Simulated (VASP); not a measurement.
Set up this calculation in VASP 6.6.1, as the native input.

* Task: single point
* Functional: PBEsol
* Dispersion: D3(BJ)
* Potentials or basis: VASP PAW PBE potentials, release 64 (Eu, O)
* Cutoff: 520 eV
* k mesh: 10 × 10 × 6
* Occupations: fermi-dirac, width 0.01 eV
* Spin: collinear spin, ferromagnetic start
* Starting moments: [4.9, 4.9, 0.0, 0.0, 0.0] μB
* Dipole correction: no
* Further INCAR settings: ALGO = Normal; EDIFF = 1e-07; NBANDS = 38

The structure of Eu2O3 lies in POSCAR:

```
Eu2O3
1.0
    3.7138639714      0.0000000000      0.0000000000
   -1.8569319857      3.2163005454      0.0000000000
    0.0000000000      0.0000000000      5.7168171145
Eu O
2 3
Direct
    0.6666666667      0.3333333333      0.7581500300
    0.3333333333      0.6666666667      0.2418499700
    0.0000000000      0.0000000000      0.0000000000
    0.6666666667      0.3333333333      0.3504794591
    0.3333333333      0.6666666667      0.6495205409
```

These files were run (other wordings do the same):

INCAR

```
ALGO = Normal
EDIFF = 1E-7
ENCUT = 520
GGA = PS
ISIF = 2
ISMEAR = -1
ISPIN = 2
IVDW = 12
LASPH = True
LCHARG = False
LMAXMIX = 6
LORBIT = 11
LREAL = False
LWAVE = False
MAGMOM = 4.9 4.9 0 0 0
NBANDS = 38
NELM = 150
PREC = Accurate
SIGMA = 0.01
```

KPOINTS

```
k-points
0
Gamma
  10 10 6
```

Potentials or basis: VASP PAW PBE potentials, release 64 (Eu, O).

Launch:

```sh
$ cat potpaw_PBE.64/Eu/POTCAR potpaw_PBE.64/O/POTCAR > POTCAR
$ mpirun -np 1 vasp_std > vasp.out
```

Results of the run:

- Pressure: 0.5 GPa
- Largest force: 0.045 eV/Å
- Band gap on the k mesh: zero (filled and empty bands overlap)
- Net moment: 12.00 μB per cell
- Site moments: Eu +6.04; O -0.17, -0.13 (each value once) μB
- Valence electrons inside the program's atomic spheres: Eu 14.66; O 4.93, 5.03 (each value once)
- Dispersion energy per atom: -0.263 eV

Caveat: the PAW data sets were made with another functional, which shifts forces and pressure a little; spin-orbit coupling is left out, which moves the levels of the heavy elements; semilocal functionals describe open f shells poorly, which spoils levels, moments and volumes.

It took 37 min on 1 thread of Intel Xeon 8259CL, with other jobs on the host, peak memory 0.44 GiB.
